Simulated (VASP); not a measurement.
## In3As: single point with PBE+D3(BJ)

Crystal: In3As.

```
CELL_PARAMETERS angstrom
4.60214 0.00000 0.00000
0.00000 4.60214 0.00000
0.00000 0.00000 4.60214
ATOMIC_POSITIONS crystal
In 0.00000 0.50000 0.50000
In 0.50000 0.00000 0.50000
In 0.50000 0.50000 0.00000
As 0.00000 0.00000 0.96741
```

This cell differs from its parent crystal: atom 4 (As) moved -0.150 Å along Cartesian [0 0 1].

* Program: VASP 6.6.1
* Task: single point
* Functional: PBE
* Dispersion: D3(BJ)
* Potentials or basis: VASP PAW PBE potentials, release 64 (In_d, As)
* Cutoff: 520 eV
* k mesh: 10 × 10 × 10
* Occupations: gaussian, width 0.15 eV
* Spin: no spin polarisation
* Dipole correction: no
* Further INCAR settings: ALGO = Fast; EDIFF = 1e-06; NBANDS = 30

```
Pressure                   : 0.1 GPa
Largest force              : 0.162 eV/Å
Band gap on the k mesh     : zero (bands 22 and 23 overlap by 4.10 eV)
Dispersion energy per atom : -0.365 eV
```

Forces on the atoms (eV/Å):
```
In   0.000  0.000 -0.054
In   0.000  0.000 -0.054
In   0.000  0.000  0.162
As   0.000  0.000 -0.053
```

Levels at points of the mesh, in eV from the Fermi level:
| k point | band 20 | band 21 | band 22 | band 23 | band 24 | band 25 |
| --- | --- | --- | --- | --- | --- | --- |
| (0.00, 0.00, 0.00) | -3.06 | -1.84 | -1.81 | 2.12 | 2.13 | 2.13 |
| (0.50, 0.00, 0.00) | -1.71 | -1.08 | -0.35 | -0.13 | 0.22 | 1.39 |
| (0.00, 0.00, 0.50) | -1.76 | -1.08 | -0.08 | -0.08 | -0.04 | 1.40 |
| (0.50, 0.50, 0.00) | -1.02 | -0.21 | 0.50 | 0.50 | 1.85 | 1.95 |
| (0.00, 0.50, 0.50) | -0.90 | -0.45 | 0.50 | 0.52 | 1.87 | 1.91 |
| (0.50, 0.50, 0.50) | -4.19 | -4.00 | -4.00 | -3.57 | 4.90 | 4.90 |

It took 13 min on 1 thread of Intel Xeon 8259CL, on a shared host, peak memory 0.43 GiB.

Caveat: the cell differs from its parent crystal (atom 4 (As) moved -0.150 Å along Cartesian [0 0 1]); spin-orbit coupling is left out, which moves the levels of the heavy elements.
